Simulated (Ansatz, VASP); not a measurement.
## Two plane-wave programs on BaZr2O5

```
CELL_PARAMETERS angstrom
3.94340 0.00255 -0.01175
0.00255 3.98809 -0.04393
-0.02649 -0.09904 8.93171
ATOMIC_POSITIONS crystal
Ba 0.98811 0.97136 0.00331
Zr 0.50630 0.49741 0.28134
Zr 0.51913 0.52531 0.71463
O 0.00933 0.48859 0.20634
O 0.50186 0.99747 0.21509
O 0.00013 0.50916 0.79630
O 0.47832 0.01979 0.78554
O 0.49683 0.49091 0.49744
```

Change from the starting cell: cell x1, atoms moved at random (sigma 0.05 Å) and cell strained at random (1.5 %), then relaxed without symmetry.

Alike in both runs: task relaxation of cell and atoms; functional PBE; k mesh 4 × 4 × 2; occupations gaussian, width 0.1 eV; no spin polarisation.

|  | VASP | Ansatz |
| --- | --- | --- |
| version | VASP 6.6.1 | Ansatz 0.2.0 |
| potentials or method | VASP PAW PBE potentials, release 64 (Ba_sv, Zr_sv, O), cutoff 600 eV | scalar-relativistic, plane waves, PAW |
| valence electrons in the cell | 64 | 64 |

```tsv
	VASP	Ansatz	Ansatz less VASP
gap on the k mesh at the Fermi level, each at its own relaxed structure (eV)	1.53	1.68	+0.150
relaxed volume (Å³/atom)	17.82	17.69	-0.120
relaxed length of the cell vector where the two differ most in proportion (Å)	9.007	8.963	-0.0433
```

Neither program's run includes spin-orbit coupling.
